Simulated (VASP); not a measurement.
# BaTiO3 (Pm-3m) in VASP: single point with PBE

Aim: the single point of BaTiO3 with PBE.

Program: VASP 6.6.1. These are calculated values, not measurements. Logs are shortened: lines on timing, memory, paths and dates and some standing lists are left out, and cuts for length are marked.

### 1 The cell of the first run

It takes space group Pm-3m (No. 221, cubic). Conventional cell: a = 4.019 Å, b = 4.019 Å, c = 4.019 Å, α = 90.00°, β = 90.00°, γ = 90.00°. Within 3.7 Å of Ba (site symmetry m-3m) lie 12 O at 2.84 Å and 8 Ti at 3.48 Å. Ti (site symmetry m-3m) has 6 O at 2.01 Å within 2.7 Å. Within 2.7 Å of O (site symmetry 4/mmm) lie 2 Ti at 2.01 Å.

### 2 Single point, PBE

File POSCAR:

```
BaTiO3
1.0
    4.0192633565      0.0000000000      0.0000000000
    0.0000000000      4.0192633565      0.0000000000
    0.0000000000      0.0000000000      4.0192633565
Ba Ti O
1 1 3
Direct
    0.5000000000      0.5000000000      0.5000000000
    0.0000000000      0.0000000000      0.0000000000
    0.5000000000      0.0000000000      0.0000000000
    0.0000000000      0.5000000000      0.0000000000
    0.0000000000      0.0000000000      0.5000000000
```

File INCAR.step1:

```
PREC = Accurate
ENCUT = 1000
EDIFF = 1E-6
ISMEAR = 0
SIGMA = 0.05
LREAL = F
LASPH = T
NELM = 120
ALGO = Normal
ISIF = 2
LWAVE = F
LCHARG = T
LMAXMIX = 4
GGA = PE
NBANDS = 28
GGA_COMPAT = F
NEDOS = 2001
LORBIT = 11
```

File KPOINTS.step1:

```
regular mesh
0
Gamma
  6 6 6
```

File INCAR.step2:

```
PREC = Accurate
ENCUT = 1000
EDIFF = 1E-6
ISMEAR = -5
SIGMA = 0.05
LREAL = F
LASPH = T
NELM = 120
ALGO = Normal
ISIF = 2
LWAVE = F
LCHARG = F
LMAXMIX = 4
GGA = PE
LORBIT = 11
NEDOS = 1001
ICHARG = 11
GGA_COMPAT = F
```

File KPOINTS.step2:

```
regular mesh
0
Gamma
  9 9 9
```

Potentials or basis: VASP PAW PBE potentials, release 64 (Ba_sv, Ti_sv, O_h).

Launch:

```bash
$ cat potpaw_PBE.64/Ba_sv/POTCAR potpaw_PBE.64/Ti_sv/POTCAR potpaw_PBE.64/O_h/POTCAR > POTCAR
$ cp INCAR.step1 INCAR
$ cp KPOINTS.step1 KPOINTS
$ mpirun -np 1 vasp_std > vasp.out
$ cp INCAR.step2 INCAR
$ cp KPOINTS.step2 KPOINTS
$ mpirun -np 1 vasp_std > vasp.out
```

OUTCAR:

```text
PREC = Accurate
   ENCUT = 1000
   EDIFF = 1E-6
   ISMEAR = -5
   LREAL = F
   LASPH = T
   NELM = 120
   ISIF = 2
   GGA = PE
   LORBIT = 11
   ICHARG = 11

 ion  position               nearest neighbor table
   1  0.500  0.500  0.500-   3 2.84   4 2.84   5 2.84   3 2.84   4 2.84   3 2.84   5 2.84   3 2.84
                             4 2.84   5 2.84   4 2.84   5 2.84   2 3.48   2 3.48   2 3.48   2 3.48
   2  0.000  0.000  0.000-   3 2.01   4 2.01   5 2.01   5 2.01   4 2.01   3 2.01   1 3.48   1 3.48
                             1 3.48   1 3.48   1 3.48   1 3.48   1 3.48   1 3.48
   3  0.500  0.000  0.000-   2 2.01   2 2.01   1 2.84   1 2.84   1 2.84   1 2.84
   4  0.000  0.500  0.000-   2 2.01   2 2.01   1 2.84   1 2.84   1 2.84   1 2.84
   5  0.000  0.000  0.500-   2 2.01   2 2.01   1 2.84   1 2.84   1 2.84   1 2.84

  LATTYP: Found a simple cubic cell.
 ALAT       =     4.0192633565

  Lattice vectors:

 A1 = (   4.0192633565,   0.0000000000,   0.0000000000)
 A2 = (   0.0000000000,   4.0192633565,   0.0000000000)
 A3 = (   0.0000000000,   0.0000000000,   4.0192633565)

Analysis of symmetry for initial positions (statically):
=====================================================================
 Subroutine PRICEL returns:
 Original cell was already a primitive cell.

 Routine SETGRP: Setting up the symmetry group for a
 simple cubic supercell.

 Subroutine GETGRP returns: Found 48 space group operations
 (whereof 48 operations were pure point group operations)
 out of a pool of 48 trial point group operations.

The static configuration has the point symmetry O_h .

Analysis of symmetry for dynamics (positions and initial velocities):
=====================================================================
 Subroutine PRICEL returns:
 Original cell was already a primitive cell.

 Routine SETGRP: Setting up the symmetry group for a
 simple cubic supercell.

 Subroutine GETGRP returns: Found 48 space group operations
 (whereof 48 operations were pure point group operations)
 out of a pool of 48 trial point group operations.

The dynamic configuration has the point symmetry O_h .

 Subroutine INISYM returns: Found 48 space group operations
 (whereof 48 operations are pure point group operations),
 and found     1 'primitive' translations

----------------------------------------------------------------------------------------

                                     Primitive cell

  volume of cell :      64.9291

  direct lattice vectors                    reciprocal lattice vectors
     4.019263356  0.000000000  0.000000000     0.248801811  0.000000000  0.000000000
     0.000000000  4.019263356  0.000000000     0.000000000  0.248801811  0.000000000
     0.000000000  0.000000000  4.019263356     0.000000000  0.000000000  0.248801811

  length of vectors
     4.019263356  4.019263356  4.019263356     0.248801811  0.248801811  0.248801811

  position of ions in fractional coordinates (direct lattice)
     0.500000000  0.500000000  0.500000000
     0.000000000  0.000000000  0.000000000
     0.500000000  0.000000000  0.000000000
     0.000000000  0.500000000  0.000000000
     0.000000000  0.000000000  0.500000000

  ion indices of the primitive-cell ions
   primitive index   ion index
                 1           1
                 2           2
                 3           3
                 4           4
                 5           5

----------------------------------------------------------------------------------------

 KPOINTS: regular mesh

Automatic generation of k-mesh.
 Grid dimensions read from file:
 generate k-points for:    9    9    9

 Generating k-lattice:

  Cartesian coordinates                     Fractional coordinates (reciprocal lattice)
     0.027644646  0.000000000  0.000000000     0.111111111  0.000000000  0.000000000
     0.000000000  0.027644646  0.000000000     0.000000000  0.111111111  0.000000000
     0.000000000  0.000000000  0.027644646     0.000000000  0.000000000  0.111111111

  Length of vectors
     0.027644646  0.027644646  0.027644646

  Shift w.r.t. Gamma in fractional coordinates (k-lattice)
     0.000000000  0.000000000  0.000000000

 TETIRR: Found    353 inequivalent tetrahedra from     4374

 Subroutine IBZKPT returns following result:
 ===========================================

 Found     35 irreducible k-points:

 Following reciprocal coordinates:
            Coordinates               Weight
  0.000000  0.000000  0.000000      1.000000
  0.111111  0.000000  0.000000      6.000000
  0.222222  0.000000  0.000000      6.000000
  0.333333  0.000000  0.000000      6.000000
  0.444444  0.000000  0.000000      6.000000
  0.111111  0.111111  0.000000     12.000000
[... 16 lines left out ...]
  0.333333  0.333333  0.111111     24.000000
  0.444444  0.333333  0.111111     48.000000
 [... further k-points ...]
   k-points           NKPTS =     35   k-points in BZ     NKDIM =     35   number of bands    NBANDS=     24
   number of dos      NEDOS =   1001   number of ions     NIONS =      5
   total plane-waves  NPLWV =  74088
   dimension x,y,z NGX =    42 NGY =   42 NGZ =   42
   dimension x,y,z NGXF=    84 NGYF=   84 NGZF=   84
   ions per type =               1   1   3
   NGX,Y,Z   is equivalent  to a cutoff of  17.37, 17.37, 17.37 a.u.
   NGXF,Y,Z  is equivalent  to a cutoff of  34.74, 34.74, 34.74 a.u.
 SYSTEM =  unknown system
   PREC   = accura    normal or accurate (medium, high low for compatibility)
   ISTART =      0    job   : 0-new  1-cont  2-samecut
   ICHARG =     11    charge: 1-file 2-atom 10-const
   ISPIN  =      1    spin polarized calculation?
   LNONCOLLINEAR =      F non collinear calculations
   LSORBIT =      F    spin-orbit coupling
   LASPH  =      T    aspherical Exc in radial PAW
   ENCUT  = 1000.0 eV  73.50 Ry    8.57 a.u.  10.36 10.36 10.36*2*pi/ulx,y,z
   NELM   =    120;   NELMIN=  2; NELMDL=  0     # of ELM steps
   EDIFF  = 0.1E-05   stopping-criterion for ELM
   LREAL  =      F    real-space projection
   EDIFFG = 0.1E-04   stopping-criterion for IOM
   NSW    =      0    number of steps for IOM
   IBRION =     -1    ionic relax: 0-MD 1-quasi-New 2-CG
   NFREE  =      0    steps in history (QN), initial steepest desc. (CG)
   ISIF   =      2    stress and relaxation
   ISYM   =      2    0-nonsym 1-usesym 2-fastsym
   POTIM  = 0.5000    time-step for ionic-motion
   TEBEG  =    0.0;   TEEND  =   0.0 temperature during run
   PSTRESS=    0.0 pullay stress
   NELECT =      40.0000    total number of electrons
   NUPDOWN=      -1.0000    fix difference up-down
   EMIN   =  10.00;   EMAX   =-10.00  energy-range for DOS
   EFERMI =   0.00;   METHOD = LEGACY
   ISMEAR =    -5;   SIGMA  =   0.05  broadening in eV -4-tet -1-fermi 0-gaus
   EFERMI_NEDOS =   21; number of points for ismear=-14 and -15
   IALGO  =     38    algorithm
   IMIX   =      4    mixing-type and parameters
     AMIX     =   0.40;   BMIX     =  1.00
     AMIX_MAG =   1.60;   BMIX_MAG =  1.00
  volume/ion in A,a.u.               =      12.99        87.63
  Fermi-wavevector in a.u.,A,eV,Ry     =   1.392991  2.632372 26.401077  1.940424
  Thomas-Fermi vector in A             =   2.516680
   LORBIT       =     11    0 simple, 1 ext, 2 COOP (PROOUT), +10 PAW based schemes
   GGA     = PE    functional components
   LHFCALC =     F    Hartree Fock is set to
   AEXX    =    0.0000 exact exchange contribution
   IVDW    =     0    specifies the selected vdW correction
   LEPSILON=     F    determine dielectric tensor
   LRPA    =     F    only Hartree local field effects (RPA)
 non-spin polarized calculation
 Fermi weights with tetrahedron method with Bloechl corrections
  energy-cutoff  :     1000.00
  volume of cell :       64.93
 maximum number of plane-waves:      4697
 NGX is ok and might be reduce to    42

 number of electron      39.9999988 magnetization

 Free energy of the ion-electron system (eV)
  ---------------------------------------------------
  ext. energy  EPLUGINS =         0.00000000
  ---------------------------------------------------
  free energy    TOTEN  =       -40.00728672 eV

  energy without entropy =      -40.00728672  energy(sigma->0) =      -40.00728672

 E-fermi :   4.1002     XC(G=0): -11.1978

 val. band max:        4.0531867434   @ k =   0.4444   0.4444   0.4444
 cond. band min:       5.8122752263   @ k =   0.0000   0.0000   0.0000
 fundamental gap:      1.7590884829
 Fermi energy:         4.1002003994

 k-point     1 :       0.0000    0.0000    0.0000
  band No.  band energies     occupation
      1     -52.6002      2.00000
      2     -28.8041      2.00000
      3     -28.8041      2.00000
      4     -28.8041      2.00000
      5     -20.7488      2.00000
      6     -12.7719      2.00000
[... 16 lines left out ...]
     23       5.8123      0.00000
     24       7.9089      0.00000

 k-point     2 :       0.1111    0.0000    0.0000
  band No.  band energies     occupation
      1     -52.6001      2.00000
      2     -28.8098      2.00000
      3     -28.8039      2.00000
      4     -28.8039      2.00000
      5     -20.7360      2.00000
      6     -12.7754      2.00000
[... 16 lines left out ...]
     23       6.0658      0.00000
     24       7.9097      0.00000

 k-point     3 :       0.2222    0.0000    0.0000
  band No.  band energies     occupation
      1     -52.5998      2.00000
      2     -28.8243      2.00000
      3     -28.8033      2.00000
      4     -28.8033      2.00000
      5     -20.7034      2.00000
      6     -12.8155      2.00000
[... 16 lines left out ...]
     23       6.6102      0.00000
     24       7.9117      0.00000

 k-point     4 :       0.3333    0.0000    0.0000
  band No.  band energies     occupation
      1     -52.5995      2.00000
      2     -28.8407      2.00000
      3     -28.8027      2.00000
      4     -28.8027      2.00000
      5     -20.6656      2.00000
      6     -12.8999      2.00000
[... 16 lines left out ...]
     23       7.1451      0.00000
     24       7.9137      0.00000

 k-point     5 :       0.4444    0.0000    0.0000
  band No.  band energies     occupation
      1     -52.5993      2.00000
      2     -28.8514      2.00000
      3     -28.8023      2.00000
      4     -28.8023      2.00000
      5     -20.6406      2.00000
      6     -12.9675      2.00000
[... 16 lines left out ...]
     23       7.4697      0.00000
     24       7.9150      0.00000

 k-point     6 :       0.1111    0.1111    0.0000
  band No.  band energies     occupation
      1     -52.6000      2.00000
      2     -28.8098      2.00000
      3     -28.8094      2.00000
      4     -28.8036      2.00000
      5     -20.7238      2.00000
      6     -12.7705      2.00000
[... 16 lines left out ...]
     23       6.2378      0.00000
     24       8.0801      0.00000
[... 379 lines left out ...]
 k-point    21 :       0.3333    0.2222    0.1111
  band No.  band energies     occupation
      1     -52.5991      2.00000
      2     -28.8393      2.00000
      3     -28.8223      2.00000
      4     -28.8075      2.00000
      5     -20.6232      2.00000
      6     -12.6945      2.00000
[... 16 lines left out ...]
     23       7.3131      0.00000
     24       8.8480      0.00000

 k-point    22 :       0.4444    0.2222    0.1111
  band No.  band energies     occupation
      1     -52.5989      2.00000
      2     -28.8498      2.00000
      3     -28.8218      2.00000
      4     -28.8071      2.00000
      5     -20.6025      2.00000
      6     -12.7105      2.00000
[... 16 lines left out ...]
     23       7.5823      0.00000
     24       8.8572      0.00000

 k-point    23 :       0.3333    0.3333    0.1111
  band No.  band energies     occupation
      1     -52.5987      2.00000
      2     -28.8386      2.00000
      3     -28.8381      2.00000
      4     -28.8069      2.00000
      5     -20.5959      2.00000
      6     -12.5812      2.00000
[... 16 lines left out ...]
     23       7.5509      0.00000
     24       9.0204      0.00000

 k-point    24 :       0.4444    0.3333    0.1111
  band No.  band energies     occupation
      1     -52.5985      2.00000
      2     -28.8488      2.00000
      3     -28.8378      2.00000
      4     -28.8065      2.00000
      5     -20.5779      2.00000
      6     -12.5278      2.00000
[... 16 lines left out ...]
     23       7.7541      0.00000
     24       9.0624      0.00000

 [... further k-points ...]

------------------------ aborting loop because EDIFF is reached ----------------------------------------

  FORCE on cell =-STRESS in cart. coord.  units (eV):
  Direction    XX          YY          ZZ          XY          YZ          ZX
  --------------------------------------------------------------------------------------
  -------------------------------------------------------------------------------------
  Total        0.7392305      0.7392305      0.7392305      0.0000000      0.0000000     -0.0000000
  in kB       18.2411006     18.2411006     18.2411006      0.0000000      0.0000000     -0.0000000
  external PRESSURE =      18.2411006 kB  Pullay stress =       0.0000000 kB

 VOLUME and BASIS-vectors are now :
 -----------------------------------------------------------------------------
  energy-cutoff  :     1000.00
  volume of cell :       64.93
      direct lattice vectors                 reciprocal lattice vectors
     4.019263356  0.000000000  0.000000000     0.248801811  0.000000000  0.000000000
     0.000000000  4.019263356  0.000000000     0.000000000  0.248801811  0.000000000
     0.000000000  0.000000000  4.019263356     0.000000000  0.000000000  0.248801811

 POSITION                                       TOTAL-FORCE (eV/Angst)
 -----------------------------------------------------------------------------------
      2.00963      2.00963      2.00963         0.000000      0.000000      0.000000
      0.00000      0.00000      0.00000         0.000000      0.000000      0.000000
      2.00963      0.00000      0.00000         0.000000      0.000000      0.000000
      0.00000      2.00963      0.00000         0.000000      0.000000      0.000000
      0.00000      0.00000      2.00963         0.000000      0.000000      0.000000
 -----------------------------------------------------------------------------------
    total drift:                                0.000000      0.000000     -0.000000

  FREE ENERGIE OF THE ION-ELECTRON SYSTEM (eV)
  ---------------------------------------------------
  free  energy   TOTEN  =       -40.0072867245 eV

  energy  without entropy=      -40.0072867245  energy(sigma->0) =      -40.00728672

 total charge

# of ion       s       p       d       tot
------------------------------------------
    1        2.007   5.651   0.321   7.979
    2        2.206   6.261   1.685  10.152
    3        1.042   2.322   0.000   3.363
    4        1.042   2.322   0.000   3.363
    5        1.042   2.322   0.000   3.363
--------------------------------------------------
tot          7.338  18.876   2.006  28.221
```

It took 92 s on 1 thread of Intel Xeon 6975P-C (Granite Rapids), shared host; peak memory 0.35 GiB.

Results:

```
Valence electrons inside the program's atomic spheres : Ba 7.98; Ti 10.15; O 3.36
```

Levels at points of the mesh, in eV from the valence-band top:
```tsv
k point	band 16	band 17	band 18	band 19	band 20	band 21	band 22	band 23	band 24
(0.00, 0.00, 0.00)	-1.03	-1.03	-0.12	-0.12	-0.12	1.76	1.76	1.76	3.86
```

Caveat: spin-orbit coupling is left out, which moves the levels of the heavy elements.
